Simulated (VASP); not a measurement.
Input of a VASP 6.6.1 run:

File INCAR:

```
PREC = Accurate ; ENCUT = 520
EDIFF = 1E-6 ; ISMEAR = 0
SIGMA = 0.02 ; LREAL = F
LASPH = T ; NELM = 100
ALGO = Normal ; ISIF = 2
LWAVE = F ; LCHARG = T
GGA = PS ; LELF = T
LVHAR = T ; NBANDS = 18
```

The input KPOINTS:

```
regular mesh
0
Gamma
  12 12 8
```

POSCAR

```
PtS2
1.0
    3.5713268686      0.0000000001      0.0000000000
   -1.7856634344      3.0928597934      0.0000000000
    0.0000000000      0.0000000000      4.7682758680
Pt S
1 2
Direct
    0.0000000000      0.0000000000      0.0000000000
    0.3333333333      0.6666666667      0.2509462017
    0.6666666667      0.3333333333      0.7490537983
```

Potentials or basis: VASP PAW PBE potentials, release 64 (Pt, S).

Launch:

```console
$ cat potpaw_PBE.64/Pt/POTCAR potpaw_PBE.64/S/POTCAR > POTCAR
$ mpirun -np 1 vasp_std > vasp.out
```

Task: Estimate the band gap on the k mesh.

Result: 0.25 eV, indirect (least direct gap 0.67 eV).

Task: Predict the largest force.

Result: 0.023 eV/Å.

Forces in eV/Å, atoms in the order of the input:
```
Pt   0.000  0.000  0.000
S    0.000  0.000 -0.023
S    0.000  0.000  0.023
```

Caveat: the PAW data sets were made with another functional, which shifts forces and pressure a little; spin-orbit coupling is left out, which moves the levels of the heavy elements. A k mesh can miss the band edges.
